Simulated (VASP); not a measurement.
Runs of VASP 6.6.1 on Ag. The structure is that of space group Fm-3m (No. 225), or close to it. The cells are those of the table. 

```csv
task,cell,k mesh,cutoff (eV),gap on the mesh (eV),pressure (GPa),relaxed volume (Å³/atom)
single point,"a = 2.933 Å, angles 120.0, 120.0, 90.0°, 1 atom",26 × 26 × 26,520,none,-0.1,-
single point,"a = 2.933 Å, angles 60.0°, 1 atom",22 × 22 × 22,520,none,-0.1,-
single point,"a = 2.932 Å, angles 119.5, 119.5, 90.8°, 1 atom",8 × 8 × 8,520,none,-0.1,-
relaxation of cell and atoms,"relaxed from a = 2.923 Å, angles 119.5, 119.5, 90.9°, 1 atom",8 × 8 × 8,600,none,-0.2,(a)
relaxation of cell and atoms,"relaxed from a = 2.936 Å, angles 60.0°, 1 atom",22 × 22 × 22,600,none,0.0,17.81
```

Alike in all rows: level PBE; potentials or basis VASP PAW PBE potentials, release 64 (Ag); no spin polarisation; smearing gaussian 0.1 eV.

Task: Fill in the values left out.

Result: (a) 17.96.

Caveats: some runs use coarse meshes.

A k mesh can miss the band edges, and the runs leave out spin-orbit coupling on Ag.

A gap of «none» marks levels without a gap at the run's occupations.
